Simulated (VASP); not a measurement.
Wanted: the native input for a VASP 6.6.1 run.

- Task: single point
- Functional: BLYP
- Dispersion: D3(BJ)
- Potentials or basis: VASP PAW PBE potentials, release 64 (Li_sv, F)
- Cutoff: 520 eV
- k mesh: 8 × 8 × 8
- Occupations: methfessel-paxton, width 0.02 eV
- Spin: no spin polarisation
- Dipole correction: no
- Further INCAR settings: ALGO = Normal; EDIFF = 1e-07; NBANDS = 12

The structure of LiF lies in POSCAR:

```
LiF
1.0
    2.4865330696      0.0000000000      0.0000000000
    0.0000000000      2.4865330696      0.0000000000
    0.0000000000      0.0000000000      2.4865330696
Li F
1 1
Direct
    0.0000000000      0.0000000000      0.0000000000
    0.5000000000      0.5000000000      0.5000000000
```

These files were run (other wordings do the same):

INCAR

```
AGGAC = 1.0
AGGAX = 1.0
ALDAC = 0.0
ALDAX = 1.0
ALGO = Normal
EDIFF = 1E-7
ENCUT = 520
GGA = B5
ISIF = 2
ISMEAR = 1
IVDW = 12
LASPH = T
LCHARG = F
LREAL = F
LWAVE = F
NBANDS = 12
NELM = 60
PREC = Accurate
SIGMA = 0.02
VDW_A1 = 0.4298
VDW_A2 = 4.2359
VDW_S6 = 1.0
VDW_S8 = 2.6996
```

KPOINTS

```
k-points
0
Gamma
  8 8 8
```

Potentials or basis: VASP PAW PBE potentials, release 64 (Li_sv, F).

Launch:

```bash
$ cat potpaw_PBE.64/Li_sv/POTCAR potpaw_PBE.64/F/POTCAR > POTCAR
$ mpirun -np 1 vasp_std > vasp.out
```

Results of the run:

| Property | Result |
| --- | --- |
| Band gap on the k mesh | 8.47 eV, indirect (least direct gap 9.23 eV) |
| Dispersion energy per atom | -0.403 eV |

It took 10 s on 1 thread of Intel(R) Xeon(R) Platinum 8259CL CPU @ 2.50GHz (Skylake/Cascade Lake) (shared host), peak memory 0.13 GiB.
